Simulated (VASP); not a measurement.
# KF (R-3m) in VASP: further runs

KF is run at these levels: PBE; tasks: single point.

Everything below comes from runs of VASP 6.6.1. Logs are shortened: lines on timing, memory, paths and dates and some standing lists are left out, and cuts for length are marked.

## Step 1: The cell of the first run

Symmetry: R-3m, No. 166, trigonal system. Conventional cell: a = 3.853 Å, b = 3.853 Å, c = 8.995 Å, α = 90.00°, β = 90.00°, γ = 120.00°. K (site symmetry -3m) has 6 F at 2.68 Å within 3.5 Å. F (site symmetry -3m) has 6 K at 2.68 Å within 3.5 Å.

## Step 2: Single point, PBE (19.28 Å³/atom)

File INCAR:

```
PREC = Accurate
ENCUT = 520
EDIFF = 1E-6
ISMEAR = 0
SIGMA = 0.05
LREAL = F
LASPH = T
NELM = 100
ALGO = Normal
ISIF = 2
LWAVE = F
LCHARG = F
GGA = PE
NBANDS = 15
```

File KPOINTS:

```
regular mesh
0
Gamma
  8 8 8
```

File POSCAR:

```
KF
1.0
   -0.0853733090      2.6393067643      2.6393067643
    2.6393067643     -0.0853733090      2.6393067643
    2.6393067643      2.6393067643     -0.0853733090
K F
1 1
Direct
    0.0000000000      0.0000000000      0.0000000000
    0.5000000000      0.5000000000      0.5000000000
```

Potentials or basis: VASP PAW PBE potentials, release 64 (K_sv, F).

On the command line:

```console
> cat potpaw_PBE.64/K_sv/POTCAR potpaw_PBE.64/F/POTCAR > POTCAR
> mpirun -np 1 vasp_std > vasp.out
```

OUTCAR:

```text
PREC = Accurate
   ENCUT = 520
   EDIFF = 1E-6
   ISMEAR = 0
   LREAL = F
   LASPH = T
   NELM = 100
   ISIF = 2
   GGA = PE

 ion  position               nearest neighbor table
   1  0.000  0.000  0.000-   2 2.68   2 2.68   2 2.68   2 2.68   2 2.68   2 2.68
   2  0.500  0.500  0.500-   1 2.68   1 2.68   1 2.68   1 2.68   1 2.68   1 2.68

  LATTYP: Found a trigonal (rhomboedric) cell.
 ALAT       =     3.7335196523
 COS(alpha) =     0.4674086020

  Lattice vectors:

 A1 = (  -0.0853733090,   2.6393067643,   2.6393067643)
 A2 = (   2.6393067643,  -0.0853733090,   2.6393067643)
 A3 = (   2.6393067643,   2.6393067643,  -0.0853733090)

Analysis of symmetry for initial positions (statically):
=====================================================================
 Subroutine PRICEL returns:
 Original cell was already a primitive cell.

 Routine SETGRP: Setting up the symmetry group for a
 trigonal (rhombohedral) supercell.

 Subroutine GETGRP returns: Found 12 space group operations
 (whereof 12 operations were pure point group operations)
 out of a pool of 12 trial point group operations.

The static configuration has the point symmetry D_3d.

Analysis of symmetry for dynamics (positions and initial velocities):
=====================================================================
 Subroutine PRICEL returns:
 Original cell was already a primitive cell.

 Routine SETGRP: Setting up the symmetry group for a
 trigonal (rhombohedral) supercell.

 Subroutine GETGRP returns: Found 12 space group operations
 (whereof 12 operations were pure point group operations)
 out of a pool of 12 trial point group operations.

The dynamic configuration has the point symmetry D_3d.

 Subroutine INISYM returns: Found 12 space group operations
 (whereof 12 operations are pure point group operations),
 and found     1 'primitive' translations

----------------------------------------------------------------------------------------

                                     Primitive cell

  volume of cell :      38.5540

  direct lattice vectors                    reciprocal lattice vectors
    -0.085373309  2.639306764  2.639306764    -0.180491041  0.186524525  0.186524525
     2.639306764 -0.085373309  2.639306764     0.186524525 -0.180491041  0.186524525
     2.639306764  2.639306764 -0.085373309     0.186524525  0.186524525 -0.180491041

  length of vectors
     3.733519652  3.733519652  3.733519652     0.319624487  0.319624487  0.319624487

  position of ions in fractional coordinates (direct lattice)
     0.000000000  0.000000000  0.000000000
     0.500000000  0.500000000  0.500000000

  ion indices of the primitive-cell ions
   primitive index   ion index
                 1           1
                 2           2

----------------------------------------------------------------------------------------

 KPOINTS: regular mesh

Automatic generation of k-mesh.
 Grid dimensions read from file:
 generate k-points for:    8    8    8

 Generating k-lattice:

  Cartesian coordinates                     Fractional coordinates (reciprocal lattice)
    -0.022561380  0.023315566  0.023315566     0.125000000  0.000000000 -0.000000000
     0.023315566 -0.022561380  0.023315566     0.000000000  0.125000000 -0.000000000
     0.023315566  0.023315566 -0.022561380     0.000000000  0.000000000  0.125000000

  Length of vectors
     0.039953061  0.039953061  0.039953061

  Shift w.r.t. Gamma in fractional coordinates (k-lattice)
     0.000000000  0.000000000  0.000000000

 Subroutine IBZKPT returns following result:
 ===========================================

 Found     65 irreducible k-points:

 Following reciprocal coordinates:
            Coordinates               Weight
  0.000000  0.000000  0.000000      1.000000
  0.125000  0.000000 -0.000000      6.000000
  0.250000  0.000000 -0.000000      6.000000
  0.375000  0.000000  0.000000      6.000000
  0.500000  0.000000 -0.000000      3.000000
  0.125000  0.125000 -0.000000      6.000000
[... 16 lines left out ...]
  0.250000  0.125000  0.125000      6.000000
  0.375000  0.125000  0.125000      6.000000
 [... further k-points ...]
   k-points           NKPTS =     65   k-points in BZ     NKDIM =     65   number of bands    NBANDS=     15
   number of dos      NEDOS =    301   number of ions     NIONS =      2
   total plane-waves  NPLWV =  21952
   dimension x,y,z NGX =    28 NGY =   28 NGZ =   28
   dimension x,y,z NGXF=    56 NGYF=   56 NGZF=   56
   ions per type =               1   1
   NGX,Y,Z   is equivalent  to a cutoff of  12.47, 12.47, 12.47 a.u.
   NGXF,Y,Z  is equivalent  to a cutoff of  24.94, 24.94, 24.94 a.u.
 SYSTEM =  unknown system
   PREC   = accura    normal or accurate (medium, high low for compatibility)
   ISTART =      0    job   : 0-new  1-cont  2-samecut
   ICHARG =      2    charge: 1-file 2-atom 10-const
   ISPIN  =      1    spin polarized calculation?
   LNONCOLLINEAR =      F non collinear calculations
[... 28 lines left out ...]
   LORBIT       =      0    0 simple, 1 ext, 2 COOP (PROOUT), +10 PAW based schemes
   GGA     = PE    functional components
   LHFCALC =     F    Hartree Fock is set to
   AEXX    =    0.0000 exact exchange contribution
   IVDW    =     0    specifies the selected vdW correction
   LEPSILON=     F    determine dielectric tensor
   LRPA    =     F    only Hartree local field effects (RPA)
 non-spin polarized calculation
 Gauss-broadening in eV      SIGMA  =   0.05
  energy-cutoff  :      520.00
  volume of cell :       38.55
 maximum number of plane-waves:      1051
   NGX = 13   NGY = 13   NGZ = 13

 number of electron      15.9999991 magnetization

 Free energy of the ion-electron system (eV)
  ---------------------------------------------------
  ext. energy  EPLUGINS =         0.00000000
  ---------------------------------------------------
  free energy    TOTEN  =        -8.28917652 eV

  energy without entropy =       -8.28917652  energy(sigma->0) =       -8.28917652

 E-fermi :  -2.5922     XC(G=0):  -8.3578

 val. band max:       -2.7959967992   @ k =   0.0000   0.0000   0.0000
 cond. band min:       3.2745753678   @ k =   0.0000   0.0000   0.0000
 fundamental gap:      6.0705721670
 Fermi energy:        -2.5922387045

 k-point     1 :       0.0000    0.0000    0.0000
  band No.  band energies     occupation
      1     -29.0086      2.00000
      2     -21.4783      2.00000
      3     -12.2706      2.00000
      4     -12.2706      2.00000
      5     -12.2541      2.00000
      6      -2.8401      2.00000
      7      -2.8401      2.00000
      8      -2.7960      2.00000
      9       3.2746      0.00000
     10       7.6455      0.00000
     11       7.6455      0.00000
     12       8.1481      0.00000
     13       9.4896      0.00000
     14       9.4896      0.00000
     15      14.0376      0.00000

 k-point     2 :       0.1250    0.0000   -0.0000
  band No.  band energies     occupation
      1     -28.9961      2.00000
      2     -21.4904      2.00000
      3     -12.3062      2.00000
      4     -12.2733      2.00000
      5     -12.2626      2.00000
      6      -2.9724      2.00000
      7      -2.8916      2.00000
      8      -2.8470      2.00000
      9       3.6937      0.00000
     10       7.4738      0.00000
     11       7.8347      0.00000
     12       8.3080      0.00000
     13       9.6300      0.00000
     14       9.6369      0.00000
     15      14.7355      0.00000

 k-point     3 :       0.2500    0.0000   -0.0000
  band No.  band energies     occupation
      1     -28.9656      2.00000
      2     -21.5203      2.00000
      3     -12.3976      2.00000
      4     -12.2797      2.00000
      5     -12.2767      2.00000
      6      -3.2621      2.00000
      7      -3.0134      2.00000
      8      -2.9579      2.00000
      9       4.7417      0.00000
     10       7.1924      0.00000
     11       8.3058      0.00000
     12       8.7847      0.00000
     13      10.0595      0.00000
     14      10.0984      0.00000
     15      15.5897      0.00000
[... 343 lines left out ...]
 k-point    23 :       0.2500    0.1250    0.1250
  band No.  band energies     occupation
      1     -28.9744      2.00000
      2     -21.5035      2.00000
      3     -12.3566      2.00000
      4     -12.3251      2.00000
      5     -12.2658      2.00000
      6      -3.1601      2.00000
      7      -3.0071      2.00000
      8      -2.8620      2.00000
      9       4.3616      0.00000
     10       7.2636      0.00000
     11       8.1096      0.00000
     12       8.5867      0.00000
     13       9.7911      0.00000
     14       9.8326      0.00000
     15      15.8010      0.00000

 k-point    24 :       0.3750    0.1250    0.1250
  band No.  band energies     occupation
      1     -28.9443      2.00000
      2     -21.5286      2.00000
      3     -12.4491      2.00000
      4     -12.3634      2.00000
      5     -12.2725      2.00000
      6      -3.3897      2.00000
      7      -3.1214      2.00000
      8      -2.9243      2.00000
      9       5.4196      0.00000
     10       6.9909      0.00000
     11       8.6151      0.00000
     12       9.0629      0.00000
     13      10.1773      0.00000
     14      10.5865      0.00000
     15      15.1404      0.00000

 [... further k-points ...]
[... 5 lines left out ...]
  --------------------------------------------------------------------------------------
  -------------------------------------------------------------------------------------
  Total        0.2425484      0.2425484      0.2425484      0.0914184      0.0914184      0.0914184
  in kB       10.0795125     10.0795125     10.0795125      3.7990478      3.7990478      3.7990478
  external PRESSURE =      10.0795125 kB  Pullay stress =       0.0000000 kB

 VOLUME and BASIS-vectors are now :
 -----------------------------------------------------------------------------
  energy-cutoff  :      520.00
  volume of cell :       38.55
      direct lattice vectors                 reciprocal lattice vectors
    -0.085373309  2.639306764  2.639306764    -0.180491041  0.186524525  0.186524525
     2.639306764 -0.085373309  2.639306764     0.186524525 -0.180491041  0.186524525
     2.639306764  2.639306764 -0.085373309     0.186524525  0.186524525 -0.180491041

 POSITION                                       TOTAL-FORCE (eV/Angst)
 -----------------------------------------------------------------------------------
      0.00000      0.00000      0.00000        -0.000000      0.000000     -0.000000
      2.59662      2.59662      2.59662         0.000000     -0.000000      0.000000
 -----------------------------------------------------------------------------------
    total drift:                                0.000000      0.000000      0.000000

  FREE ENERGIE OF THE ION-ELECTRON SYSTEM (eV)
  ---------------------------------------------------
  free  energy   TOTEN  =        -8.2891765180 eV

  energy  without entropy=       -8.2891765180  energy(sigma->0) =       -8.28917652
```

Run time: 48 s. Hardware: 1 thread of Intel Xeon 8259CL, shared host; peak memory 0.18 GiB.

Results:

- Free energy: -8.2892 eV
- Pressure: 1.0 GPa
- Band gap on the k mesh: 6.07 eV

## Step 3: Single point, PBE (19.28 Å³/atom)

File INCAR:

```
SYSTEM = KF
ALGO = Normal
EDIFF = 1E-7
ENCUT = 520
GGA = PE
ISIF = 2
ISMEAR = 0
LASPH = .TRUE.
LCHARG = .FALSE.
LREAL = .FALSE.
LWAVE = .FALSE.
NBANDS = 15
NELM = 80
PREC = Accurate
SIGMA = 0.05
```

File KPOINTS:

```
k-points
0
G
  8 8 8
  0 0 0
```

File POSCAR:

```
KF
1.0
    0.0576539123      2.7104412886      2.7104412886
    2.7104412886      0.0576539123      2.7104412886
    2.7104412886      2.7104412886      0.0576539123
K F
1 1
Direct
    0.0000000000      0.0000000000      0.0000000000
    0.5000000000      0.5000000000      0.5000000000
```

Potentials or basis: VASP PAW PBE potentials, release 64 (K_sv, F).

On the command line:

```console
> cat potpaw_PBE.64/K_sv/POTCAR potpaw_PBE.64/F/POTCAR > POTCAR
> mpirun -np 1 vasp_std > vasp.out
```

It took 73 s on 1 thread of Intel Xeon 8259CL, shared host; peak memory 0.18 GiB.

The run converged. Its results:

```yaml
Free_energy: -8.2915 eV
Pressure: 1.0 GPa
Band_gap_on_the_k_mesh: 6.09 eV
```

Stress tensor (GPa, compression positive):
```
 1.03 -0.30 -0.30
-0.30  1.03 -0.30
-0.30 -0.30  1.03
```

Levels at points of the mesh, in eV from the valence-band top:
| k point | band 6 | band 7 | band 8 | band 9 | band 10 | band 11 |
| --- | --- | --- | --- | --- | --- | --- |
| (0.00, 0.00, 0.00) | -0.03 | 0.00 | 0.00 | 6.09 | 10.43 | 10.73 |
| (0.50, 0.00, 0.00) | -0.79 | -0.39 | -0.34 | 9.03 | 10.54 | 11.88 |
| (0.50, 0.50, 0.00) | -0.23 | -0.08 | -0.06 | 8.18 | 10.22 | 11.72 |
| (0.50, 0.50, 0.50) | -0.79 | -0.31 | -0.31 | 8.92 | 10.42 | 11.96 |

A k mesh can miss the band edges. Expect the measured gap to be larger: semilocal functionals such as PBE lack the derivative discontinuity.

## Step 4: Single point, PBE (19.91 Å³/atom)

This run uses another cell than the first one, of 19.91 Å³/atom.

File INCAR:

```
SYSTEM = KF
PREC     = Accurate       ! precision mode
ENCUT    = 520            ! plane-wave cutoff, eV
EDIFF    = 1E-7           ! SCF threshold, eV
ISMEAR   = 0              ! smearing method
SIGMA    = 0.05           ! smearing width, eV
LREAL    = .False.        ! projectors in reciprocal space
LASPH    = .True.         ! aspherical terms in the spheres
NELM     = 60             ! most SCF steps
ALGO     = Normal         ! electronic algorithm
ISIF     = 2              ! what is computed and relaxed
LWAVE    = .False.        ! write WAVECAR
LCHARG   = .True.         ! write CHGCAR
GGA      = PE             ! functional
LELF     = .True.         ! ELF
LVHAR    = .True.       
NBANDS   = 15             ! bands
```

File KPOINTS:

```
Automatic mesh
0
Gamma
  8 8 8
  0 0 0
```

File POSCAR:

```
KF
1.0
   -0.0863039609      2.6680777692      2.6680777692
    2.6680777692     -0.0863039609      2.6680777692
    2.6680777692      2.6680777692     -0.0863039609
K F
1 1
Direct
    0.0000000000      0.0000000000      0.0000000000
    0.5000000000      0.5000000000      0.5000000000
```

On the command line:

```console
> cat potpaw_PBE.64/K_sv/POTCAR potpaw_PBE.64/F/POTCAR > POTCAR
> mpirun -np 1 vasp_std > vasp.out
```

Wall time 67 s (1 thread of Intel Xeon 8259CL, shared host); peak memory 0.18 GiB.

It converged, with:

| Property | Result |
| --- | --- |
| Free energy | -8.2945 eV |
| Pressure | 0.0 GPa |
| Band gap on the k mesh | 5.91 eV |

Stress tensor (GPa, compression positive):
```
-0.03  0.39  0.39
 0.39 -0.03  0.39
 0.39  0.39 -0.03
```

Levels at points of the mesh, in eV from the valence-band top:
| k point | band 5 | band 6 | band 7 | band 8 | band 9 | band 10 | band 11 | band 12 |
| --- | --- | --- | --- | --- | --- | --- | --- | --- |
| (0.00, 0.00, 0.00) | -9.58 | -0.04 | -0.04 | 0.00 | 5.91 | 10.35 | 10.35 | 10.84 |
| (0.50, 0.00, 0.00) | -9.61 | -0.78 | -0.36 | -0.29 | 8.80 | 10.21 | 11.59 | 12.03 |
| (0.50, 0.50, 0.00) | -9.75 | -0.27 | -0.12 | -0.08 | 8.12 | 10.01 | 11.44 | 13.31 |
| (0.50, 0.50, 0.50) | -9.64 | -0.77 | -0.40 | -0.40 | 8.96 | 10.39 | 11.87 | 11.87 |

A k mesh can miss the band edges. A hybrid or GW would open this gap; PBE tends to underestimate it.

## Step 5: Single point, PBE (19.91 Å³/atom)

This run uses another cell than the first one, of 19.91 Å³/atom.

File INCAR:

```
PREC = Accurate ; ENCUT = 520
EDIFF = 1E-7 ; ISMEAR = 0
SIGMA = 0.05 ; LREAL = F
LASPH = T ; NELM = 80
ALGO = Normal ; ISIF = 2
LWAVE = F ; LCHARG = F
GGA = PE ; NBANDS = 15
```

File KPOINTS:

```
regular mesh
0
Gamma
  8 8 8
```

File POSCAR:

```
KF
1.0
    0.0291173907      2.7251720890      2.7251720890
    2.7251720890      0.0291173907      2.7251720890
    2.7251720890      2.7251720890      0.0291173907
K F
1 1
Direct
    0.0000000000      0.0000000000      0.0000000000
    0.5000000000      0.5000000000      0.5000000000
```

On the command line:

```console
> cat potpaw_PBE.64/K_sv/POTCAR potpaw_PBE.64/F/POTCAR > POTCAR
> mpirun -np 1 vasp_std > vasp.out
```

It took 77 s on 1 thread of Intel Xeon 8259CL, shared host; peak memory 0.19 GiB.

It converged, with:

| Quantity | Value |
| --- | --- |
| Free energy | -8.2987 eV |
| Pressure | 0.0 GPa |
| Band gap on the k mesh | 5.94 eV |

Stress tensor (GPa, compression positive):
```
 0.00 -0.15 -0.15
-0.15  0.00 -0.15
-0.15 -0.15  0.00
```

Levels at points of the mesh, in eV from the valence-band top:
```
           k point  band 5  band 6  band 7  band 8  band 9  band 10  band 11  band 12
(0.00, 0.00, 0.00)   -9.55   -0.02    0.00    0.00    5.94    10.45    10.60    10.60
(0.50, 0.00, 0.00)   -9.58   -0.75   -0.34   -0.31    8.89    10.30    11.80    11.94
(0.50, 0.50, 0.00)   -9.73   -0.24   -0.08   -0.06    8.15    10.06    11.46    13.37
(0.50, 0.50, 0.50)   -9.58   -0.75   -0.30   -0.30    8.84    10.24    11.84    11.84
```

A k mesh can miss the band edges.

## Step 6: Single point, PBE (19.91 Å³/atom)

This run uses another cell than the first one, of 19.91 Å³/atom.

File INCAR:

```
  PREC = Accurate
  ENCUT = 520
  EDIFF = 1E-7
  ISMEAR = 0
  SIGMA = 0.05
  LREAL = F
  LASPH = T
  NELM = 60
  ALGO = Normal
  ISIF = 2
  LWAVE = F
  LCHARG = T
  GGA = PE
  LELF = T
  LVHAR = T
  NBANDS = 15
```

KPOINTS is that of step 5.

File POSCAR:

```
KF
1.0
   -0.0288855883      2.6961699128      2.6961699128
    2.6961699128     -0.0288855883      2.6961699128
    2.6961699128      2.6961699128     -0.0288855883
K F
1 1
Direct
    0.0000000000      0.0000000000      0.0000000000
    0.5000000000      0.5000000000      0.5000000000
```

Potentials or basis: VASP PAW PBE potentials, release 64 (K_sv, F).

On the command line:

```console
> cat potpaw_PBE.64/K_sv/POTCAR potpaw_PBE.64/F/POTCAR > POTCAR
> mpirun -np 1 vasp_std > vasp.out
```

It took 57 s on 1 thread of Intel Xeon 8259CL, shared host; peak memory 0.18 GiB.

The run converged. Its results:

| Quantity | Value |
| --- | --- |
| Free energy | -8.2987 eV |
| Pressure | 0.0 GPa |
| Band gap on the k mesh | 5.93 eV |

Stress tensor (GPa, compression positive):
```
0.00 0.14 0.14
0.14 0.00 0.14
0.14 0.14 0.00
```

Levels at points of the mesh, in eV from the valence-band top:
| k point | band 4 | band 5 | band 6 | band 7 | band 8 | band 9 | band 10 | band 11 | band 12 | band 13 |
| --- | --- | --- | --- | --- | --- | --- | --- | --- | --- | --- |
| (0.00, 0.00, 0.00) | -9.55 | -9.55 | -0.02 | -0.02 | 0.00 | 5.93 | 10.49 | 10.49 | 10.65 | 12.16 |
| (0.50, 0.00, 0.00) | -9.59 | -9.58 | -0.76 | -0.33 | -0.31 | 8.86 | 10.26 | 11.78 | 11.92 | 13.98 |
| (0.50, 0.50, 0.00) | -9.74 | -9.73 | -0.24 | -0.08 | -0.07 | 8.15 | 10.05 | 11.46 | 13.37 | 13.94 |
| (0.50, 0.50, 0.50) | -9.59 | -9.59 | -0.75 | -0.34 | -0.34 | 8.91 | 10.32 | 11.87 | 11.87 | 14.02 |

A k mesh can miss the band edges.

## Step 7: Overview

| cell | gap on the mesh (eV) | pressure (GPa) |
| --- | --- | --- |
| a = 3.734 Å, angles 62.1°, 2 atoms | 6.07 | 1.0 |
| a = 3.834 Å, angles 58.6°, 2 atoms | 6.09 | 1.0 |
| a = 3.774 Å, angles 62.1°, 2 atoms | 5.91 | 0.0 |
| a = 3.854 Å, angles 59.3°, 2 atoms | 5.94 | 0.0 |
| a = 3.813 Å, angles 60.7°, 2 atoms | 5.93 | 0.0 |

Alike in all rows: task single point; level PBE; potentials or basis VASP PAW PBE potentials, release 64 (K_sv, F); no spin polarisation; k mesh 8 × 8 × 8; cutoff (eV) 520; smearing gaussian 0.05 eV.

Total energies depend on the potentials used, so only differences within one code and one set of settings carry meaning.
